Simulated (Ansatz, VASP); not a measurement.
Fe in VASP and in Ansatz

File INCAR:

```
PREC = Accurate ; ENCUT = 600
EDIFF = 1E-6 ; ISMEAR = -1
SIGMA = 0.1 ; LREAL = False
LASPH = True ; NELM = 200
ALGO = Normal ; ISIF = 2
LWAVE = False ; LCHARG = False
ISPIN = 2 ; MAGMOM = 2.267
LORBIT = 11 ; LMAXMIX = 4
GGA = B5 ; ALDAX = 1.0
AGGAX = 1.0 ; AGGAC = 1.0
ALDAC = 0.0 ; NBANDS = 14
GGA_COMPAT = False
```

File KPOINTS:

```
regular mesh
0
Gamma
  8 8 8
```

Contents of POSCAR:

```
Fe
1.0
   -1.4374723442      1.4374723442      1.4374723442
    1.4374723442     -1.4374723442      1.4374723442
    1.4374723442      1.4374723442     -1.4374723442
Fe
1
Direct
    0.0000000000      0.0000000000      0.0000000000
```

Input for Ansatz:

```yaml
crystal:
  lattice:
    - [-1.4374723442, 1.4374723442, 1.4374723442]
    - [1.4374723442, -1.4374723442, 1.4374723442]
    - [1.4374723442, 1.4374723442, -1.4374723442]
  atoms:
    - { symbol: Fe, position: [0.0, 0.0, 0.0], spin: 2.267 }
hamiltonian:
  xc: blyp
  pseudopotentials:
    kind: paw
    azcp:
      Fe: "pseudopotentials/Fe.paw.azcp"
basis:
  ecutwfc: 420
  fft_grid_basis: typed
kpoints:
  mp_grid: { grid: [8, 8, 8], shift: [0, 0, 0] }
magnetization:
  spin_polarized: true
scf:
  occupations: { method: fermi_dirac, width: 0.1 }
```

Alike in both runs: task single point; functional BLYP; k mesh 8 × 8 × 8; occupations fermi-dirac, width 0.1 eV; collinear spin.

|  | VASP | Ansatz |
| --- | --- | --- |
| version | VASP 6.6.1 | Ansatz 0.2.0 |
| potentials or method | VASP PAW PBE potentials, release 64 (Fe), cutoff 600 eV | plane waves (420 eV) with PAW, scalar-relativistic |
| valence electrons in the cell | 8 | 16 |

```csv
,VASP,Ansatz,Ansatz less VASP
net moment per atom (μB),2.24,2.22,-0.015
size of the moment on the site where the two differ most (μB),2.24,2.27,+0.035
```

VASP's potentials were made for PBE, not for BLYP. Site moments also hang on the region over which each program counts them. VASP's potentials hold 8 valence electrons a cell and Ansatz's 16, so a difference there can come from the potentials and not from the codes.

The k mesh is coarse, so the values compare programs but aren't converged.
